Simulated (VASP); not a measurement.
# CuI: single point with PBE

Crystal: CuI.

```
Cu I
1.0
     0.00000    3.02600    3.02600
     3.02600    0.00000    3.02600
     3.02600    3.02600    0.00000
Cu I
1 1
Direct
  0.00000 0.00000 0.00000
  0.25000 0.25000 0.25000
```

```json
{
 "Program": "VASP 6.6.1",
 "Task": "single point",
 "Functional": "PBE",
 "Potentials or basis": "VASP PAW PBE potentials, release 64 (Cu, I)",
 "Cutoff": "600 eV",
 "k mesh": "8 × 8 × 8",
 "Occupations": "gaussian, width 0.01 eV",
 "Spin": "no spin polarisation",
 "Dipole correction": "no",
 "Further INCAR settings": "ALGO = Normal; EDIFF = 1e-06; NBANDS = 16"
}
```

```
Pressure               : 0.5 GPa
Band gap on the k mesh : 1.16 eV, direct
```

Levels at points of the mesh, in eV from the valence-band top:
| k point | band 6 | band 7 | band 8 | band 9 | band 10 | band 11 | band 12 | band 13 |
| --- | --- | --- | --- | --- | --- | --- | --- | --- |
| (0.00, 0.00, 0.00) | -1.87 | 0.00 | 0.00 | 0.00 | 1.16 | 4.87 | 4.87 | 4.87 |
| (0.50, 0.00, 0.00) | -1.84 | -1.80 | -0.72 | -0.72 | 2.16 | 5.40 | 5.40 | 7.41 |
| (0.50, 0.50, 0.00) | -1.81 | -1.79 | -1.52 | -1.52 | 2.71 | 2.90 | 9.23 | 9.78 |

Run time: 35 s on 1 thread of AMD EPYC 7R43 64-Core Processor (Zen 3), with other jobs on the host, peak memory 0.18 GiB.

Caveat: spin-orbit coupling is left out, which moves the levels of the heavy elements. A hybrid or GW would open this gap; PBE tends to underestimate it.
